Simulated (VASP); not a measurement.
# AlCo (P4/mmm) in VASP: notebook

AlCo is run at these levels: PBEsol; tasks: single point.

Program: VASP 6.6.1. These are calculated values, not measurements. Logs are shortened: lines on timing, memory, paths and dates and some standing lists are left out, and cuts for length are marked.

### Step 1. The cell of the first run

Symmetry: P4/mmm, No. 123, tetragonal system. The conventional cell has a = 3.045 Å, b = 3.045 Å, c = 2.594 Å, α = 90.00°, β = 90.00°, γ = 90.00°. Within 3.3 Å of Al (site symmetry 4/mmm) lie 8 Co at 2.51 Å and 6 Al at 2.59 to 3.04 Å. Co (site symmetry 4/mmm) has 8 Al at 2.51 Å and 6 Co at 2.59 to 3.04 Å within 3.3 Å.

### Step 2. Single point, PBEsol (strain +0.080 along x and y, -0.080 along z)

Contents of INCAR:

```
SYSTEM = AlCo
ALGO = Fast ; EDIFF = 1E-6
ENCUT = 520 ; GGA = PS
ISIF = 2 ; ISMEAR = 0
LASPH = .TRUE. ; LCHARG = .FALSE.
LREAL = .FALSE. ; LWAVE = .FALSE.
NBANDS = 13 ; NELM = 100
PREC = Accurate ; SIGMA = 0.15
```

Contents of KPOINTS:

```
k-points
0
G
  16 16 16
  0 0 0
```

Contents of POSCAR:

```
AlCo
1.0
    3.0449554668      0.0000000000      0.0000000000
    0.0000000000      3.0449554668      0.0000000000
    0.0000000000      0.0000000000      2.5938509532
Al Co
1 1
Direct
    0.0000000000      0.0000000000      0.0000000000
    0.5000000000      0.5000000000      0.5000000000
```

Potentials or basis: VASP PAW PBE potentials, release 64 (Al, Co).

Started as:

```sh
> cat potpaw_PBE.64/Al/POTCAR potpaw_PBE.64/Co/POTCAR > POTCAR
> mpirun -np 1 vasp_std > vasp.out
```

OUTCAR:

```text
SYSTEM = AlCo
   EDIFF = 1E-6
   ENCUT = 520
   GGA = PS
   ISIF = 2
   ISMEAR = 0
   LASPH = .TRUE.
   LREAL = .FALSE.
   NELM = 100
   PREC = Accurate

 ion  position               nearest neighbor table
   1  0.000  0.000  0.000-   2 2.51   2 2.51   2 2.51   2 2.51   2 2.51   2 2.51   2 2.51   2 2.51

   2  0.500  0.500  0.500-   1 2.51   1 2.51   1 2.51   1 2.51   1 2.51   1 2.51   1 2.51   1 2.51

  LATTYP: Found a simple tetragonal cell.
 ALAT       =     3.0449554668
 C/A-ratio  =     0.8518518519

  Lattice vectors:

 A1 = (   3.0449554668,   0.0000000000,   0.0000000000)
 A2 = (   0.0000000000,   3.0449554668,   0.0000000000)
 A3 = (   0.0000000000,   0.0000000000,   2.5938509532)

Analysis of symmetry for initial positions (statically):
=====================================================================
 Subroutine PRICEL returns:
 Original cell was already a primitive cell.

 Routine SETGRP: Setting up the symmetry group for a
 simple tetragonal supercell.

 Subroutine GETGRP returns: Found 16 space group operations
 (whereof 16 operations were pure point group operations)
 out of a pool of 16 trial point group operations.

The static configuration has the point symmetry D_4h.

Analysis of symmetry for dynamics (positions and initial velocities):
=====================================================================
 Subroutine PRICEL returns:
 Original cell was already a primitive cell.

 Routine SETGRP: Setting up the symmetry group for a
 simple tetragonal supercell.

 Subroutine GETGRP returns: Found 16 space group operations
 (whereof 16 operations were pure point group operations)
 out of a pool of 16 trial point group operations.

The dynamic configuration has the point symmetry D_4h.

 Subroutine INISYM returns: Found 16 space group operations
 (whereof 16 operations are pure point group operations),
 and found     1 'primitive' translations

----------------------------------------------------------------------------------------

                                     Primitive cell

  volume of cell :      24.0495

  direct lattice vectors                    reciprocal lattice vectors
     3.044955467  0.000000000  0.000000000     0.328412028  0.000000000  0.000000000
     0.000000000  3.044955467  0.000000000     0.000000000  0.328412028  0.000000000
     0.000000000  0.000000000  2.593850953     0.000000000  0.000000000  0.385527163

  length of vectors
     3.044955467  3.044955467  2.593850953     0.328412028  0.328412028  0.385527163

  position of ions in fractional coordinates (direct lattice)
     0.000000000  0.000000000  0.000000000
     0.500000000  0.500000000  0.500000000
[... 85 lines left out ...]
   POTIM  = 0.5000    time-step for ionic-motion
   TEBEG  =    0.0;   TEEND  =   0.0 temperature during run
   PSTRESS=    0.0 pullay stress
   NELECT =      12.0000    total number of electrons
   NUPDOWN=      -1.0000    fix difference up-down
   EMIN   =  10.00;   EMAX   =-10.00  energy-range for DOS
   EFERMI =   0.00;   METHOD = LEGACY
   ISMEAR =     0;   SIGMA  =   0.15  broadening in eV -4-tet -1-fermi 0-gaus
   EFERMI_NEDOS =   21; number of points for ismear=-14 and -15
   IALGO  =     68    algorithm
   IMIX   =      4    mixing-type and parameters
     AMIX     =   0.40;   BMIX     =  1.00
     AMIX_MAG =   1.60;   BMIX_MAG =  1.00
  volume/ion in A,a.u.               =      12.02        81.15
  Fermi-wavevector in a.u.,A,eV,Ry     =   1.298473  2.453758 22.939862  1.686032
  Thomas-Fermi vector in A             =   2.429799
   LORBIT       =      0    0 simple, 1 ext, 2 COOP (PROOUT), +10 PAW based schemes
   GGA     = PS    functional components
   LHFCALC =     F    Hartree Fock is set to
   AEXX    =    0.0000 exact exchange contribution
   IVDW    =     0    specifies the selected vdW correction
   LEPSILON=     F    determine dielectric tensor
   LRPA    =     F    only Hartree local field effects (RPA)
 non-spin polarized calculation
 RMM-DIIS sequential band-by-band and
 Gauss-broadening in eV      SIGMA  =   0.15
  energy-cutoff  :      520.00
  volume of cell :       24.05
 maximum number of plane-waves:       669
 NGX is ok and might be reduce to    24
   NGX = 11   NGY = 11   NGZ =  9

 number of electron      12.0000006 magnetization

 Free energy of the ion-electron system (eV)
  ---------------------------------------------------
  ext. energy  EPLUGINS =         0.00000000
  ---------------------------------------------------
  free energy    TOTEN  =       -12.78315344 eV

  energy without entropy =      -12.76536992  energy(sigma->0) =      -12.77426168

 E-fermi :   9.7661     XC(G=0): -12.1939

 val. band max:        9.7576958921   @ k =   0.5000   0.0625   0.2500
 cond. band min:       9.7679032834   @ k =   0.4375   0.0625   0.1250
 fundamental gap:      0.0102073913
 Fermi energy:         9.7661346431

 k-point     1 :       0.0000    0.0000    0.0000
  band No.  band energies     occupation
      1      -0.8930      2.00000
      2       7.0350      2.00000
      3       7.2036      2.00000
      4       8.8320      2.00000
      5       9.5095      1.98446
      6       9.5095      1.98446
      7      13.8996      0.00000
      8      13.8996      0.00000
      9      17.9076      0.00000
     10      18.0395      0.00000
     11      19.9553      0.00000
     12      25.4826      0.00000
     13      28.7684      0.00000
[... 354 lines left out ...]
  band No.  band energies     occupation
      1       2.8358      2.00000
      2       3.5847      2.00000
      3       7.5967      2.00000
      4       7.8343      2.00000
      5       9.1118      2.00000
      6       9.5084      1.98488
      7       9.6853      1.55401
      8      15.8720      0.00000
      9      16.7513      0.00000
     10      21.1501      0.00000
     11      24.3127      0.00000
     12      24.4718      0.00000
     13      25.6568      0.00000

 [... further k-points ...]
[... 5 lines left out ...]
  --------------------------------------------------------------------------------------
  -------------------------------------------------------------------------------------
  Total       -2.9058194     -2.9058194      2.0872698      0.0000000      0.0000000      0.0000000
  in kB     -193.5852639   -193.5852639    139.0536111      0.0000000      0.0000000      0.0000000
  external PRESSURE =     -82.7056389 kB  Pullay stress =       0.0000000 kB

 VOLUME and BASIS-vectors are now :
 -----------------------------------------------------------------------------
  energy-cutoff  :      520.00
  volume of cell :       24.05
      direct lattice vectors                 reciprocal lattice vectors
     3.044955467  0.000000000  0.000000000     0.328412028  0.000000000  0.000000000
     0.000000000  3.044955467  0.000000000     0.000000000  0.328412028  0.000000000
     0.000000000  0.000000000  2.593850953     0.000000000  0.000000000  0.385527163

 POSITION                                       TOTAL-FORCE (eV/Angst)
 -----------------------------------------------------------------------------------
      0.00000      0.00000      0.00000         0.000000      0.000000      0.000000
      1.52248      1.52248      1.29693         0.000000      0.000000      0.000000
 -----------------------------------------------------------------------------------
    total drift:                                0.000000     -0.000000     -0.000000

  FREE ENERGIE OF THE ION-ELECTRON SYSTEM (eV)
  ---------------------------------------------------
  free  energy   TOTEN  =       -12.7831534382 eV

  energy  without entropy=      -12.7653699181  energy(sigma->0) =      -12.77426168
```

OSZICAR:

```text
N       E                     dE             d eps       ncg     rms          rms(c)
DAV:   1     0.346739221712E+02    0.34674E+02   -0.52045E+03 10690   0.960E+02
DAV:   2    -0.129853472894E+02   -0.47659E+02   -0.43410E+02 11010   0.170E+02
DAV:   3    -0.145901646314E+02   -0.16048E+01   -0.15865E+01 12826   0.360E+01
DAV:   4    -0.146147706079E+02   -0.24606E-01   -0.24597E-01 12401   0.402E+00
DAV:   5    -0.146156142213E+02   -0.84361E-03   -0.84359E-03 13159   0.814E-01    0.130E+01
RMM:   6    -0.180984431383E+02   -0.34828E+01   -0.18816E+01 12462   0.562E+01    0.200E+01
RMM:   7    -0.128050722179E+02    0.52934E+01   -0.55885E+00 11148   0.293E+01    0.241E+00
RMM:   8    -0.127966372484E+02    0.84350E-02   -0.53113E-02 11297   0.174E+00    0.113E+00
RMM:   9    -0.128027160784E+02   -0.60788E-02   -0.47201E-02 12506   0.172E+00    0.124E+00
RMM:  10    -0.127832271566E+02    0.19489E-01   -0.19207E-02 12342   0.186E+00    0.137E-01
RMM:  11    -0.127833299847E+02   -0.10283E-03   -0.11387E-03 13879   0.244E-01    0.141E-01
RMM:  12    -0.127831476405E+02    0.18234E-03   -0.36396E-04 14677   0.180E-01    0.524E-02
RMM:  13    -0.127831521512E+02   -0.45108E-05   -0.89422E-05 13918   0.604E-02    0.191E-02
RMM:  14    -0.127831525446E+02   -0.39334E-06   -0.17358E-05 14752   0.277E-02    0.835E-03
RMM:  15    -0.127831534382E+02   -0.89362E-06   -0.17243E-06  9292   0.105E-02
   1 F= -.12783153E+02 E0= -.12774262E+02  d E =-.177835E-01
```

Run time: 2.1 min. Hardware: 1 thread of AMD EPYC 7R43 (Zen 3), shared host; peak memory 0.2 GiB.

What came out:

- Free energy: -12.7832 eV
- Pressure: -8.3 GPa
- Band gap on the k mesh: zero (band 6 reaches 12.28 eV, above the bottom of band 7 at 9.44 eV)

Levels at points of the mesh, in eV from the Fermi level:
```csv
k point,band 4,band 5,band 6,band 7,band 8,band 9
"(0.00, 0.00, 0.00)",-0.93,-0.26,-0.26,4.13,4.13,8.14
"(0.50, 0.00, 0.00)",-1.81,-0.67,-0.20,-0.08,7.87,8.67
"(0.50, 0.50, 0.00)",-2.98,-0.59,-0.59,-0.32,1.48,2.53
"(0.00, 0.00, 0.50)",-1.71,-1.71,-0.68,1.29,8.73,9.27
"(0.50, 0.00, 0.50)",-1.52,-1.47,-1.34,0.01,3.28,3.92
"(0.50, 0.50, 0.50)",-0.22,0.28,2.52,2.52,3.01,4.10
```

Caveat: the cell differs from its parent crystal (strain +0.080 along x and y, -0.080 along z); the PAW data sets were made with another functional, which shifts forces and pressure a little. Spin polarisation is off, so any magnetic state and its effect on volume and gap are missing.

### Step 3. Single point, PBEsol (strain +0.080 along x and y, -0.040 along z)

Contents of INCAR:

```
SYSTEM = AlCo
PREC = Accurate ; ENCUT = 520
EDIFF = 1E-6 ; ISMEAR = 0
SIGMA = 0.15 ; LREAL = .FALSE.
LASPH = .TRUE. ; NELM = 100
ALGO = Normal ; ISIF = 2
LWAVE = .FALSE. ; LCHARG = .FALSE.
GGA = PS ; NBANDS = 13
```

Contents of KPOINTS:

```
regular mesh
0
G
  16 16 16
  0 0 0
```

POSCAR: that of step 2 with these lines changed.

```diff
@@ -4,3 +4,3 @@
     0.0000000000      3.0449554668      0.0000000000
-    0.0000000000      0.0000000000      2.5938509532
+    0.0000000000      0.0000000000      2.7066270816
 Al Co
```

Potentials or basis: VASP PAW PBE potentials, release 64 (Al, Co).

Started as:

```sh
> cat potpaw_PBE.64/Al/POTCAR potpaw_PBE.64/Co/POTCAR > POTCAR
> mpirun -np 1 vasp_std > vasp.out
```

Wall time 1.9 min (1 thread of AMD EPYC 7R43 (Zen 3), shared host); peak memory 0.2 GiB.

The run converged. Its results:

```yaml
Free_energy: -12.8227 eV
Pressure: -15.0 GPa
Band_gap_on_the_k_mesh: zero (band 6 reaches 11.73 eV, above the bottom of band 7 at 8.98 eV)
```

Stress tensor (GPa, compression positive):
```
-21.69   0.00   0.00
  0.00 -21.69   0.00
  0.00   0.00  -1.50
```

Levels at points of the mesh, in eV from the Fermi level:
```csv
k point,band 3,band 4,band 5,band 6,band 7,band 8,band 9,band 10
"(0.00, 0.00, 0.00)",-2.43,-0.84,-0.38,-0.38,4.41,4.41,8.12,8.34
"(0.50, 0.00, 0.00)",-2.05,-1.66,-0.85,-0.31,-0.03,8.04,8.91,9.54
"(0.50, 0.50, 0.00)",-2.84,-2.79,-0.75,-0.75,-0.29,1.61,2.54,14.09
"(0.00, 0.00, 0.50)",-1.82,-1.57,-1.57,-0.65,0.94,8.55,9.34,9.34
"(0.50, 0.00, 0.50)",-2.42,-1.71,-1.38,-1.28,-0.03,2.84,3.50,11.22
"(0.50, 0.50, 0.50)",-3.36,-0.21,0.15,2.47,2.47,2.80,3.64,4.23
```

Caveat: the cell differs from its parent crystal (strain +0.080 along x and y, -0.040 along z); the PAW data sets were made with another functional, which shifts forces and pressure a little.
